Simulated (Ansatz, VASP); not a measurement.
**One calculation of PtS2, two programs**

```
Pt S
1.0
     3.45140    0.00000    0.00000
    -1.72570    2.98900    0.00000
     0.00000    0.00000    6.82150
Pt S
1 2
Direct
  0.00000 0.00000 0.00000
  0.33333 0.66667 0.19056
  0.66667 0.33333 0.80944
```

Alike in both runs: functional PBE; k mesh 9 × 9 × 4; occupations gaussian, width 0.05 eV; no spin polarisation.

Ansatz relaxed the structure, and its values are those at the end. VASP's run is a single point on that final structure, the one shown.

```csv
,VASP,Ansatz
version,VASP 6.6.1,Ansatz 0.2.0
potentials or method,"VASP PAW PBE potentials, release 64 (Pt, S), cutoff 520 eV","scalar-relativistic, plane waves, PAW"
valence electrons in the cell,22,30
```

|  | VASP | Ansatz | Ansatz less VASP |
| --- | --- | --- | --- |
| gap on the k mesh at the Fermi level (eV) | 1.64 | 1.64 | +0.002 |
| least direct gap on the mesh (eV) | 1.75 | 1.75 | -0.003 |
| pressure (GPa) | 3.7 | 4.1 | +0.39 |
| rms of the force components (eV/Å) | 0.020 | 0.000 | -0.0205 |

VASP's potentials hold 22 valence electrons a cell and Ansatz's 30, so a difference there can come from the potentials and not from the codes. Ansatz's warnings: stress scf threshold loose.

Neither program's run includes spin-orbit coupling.
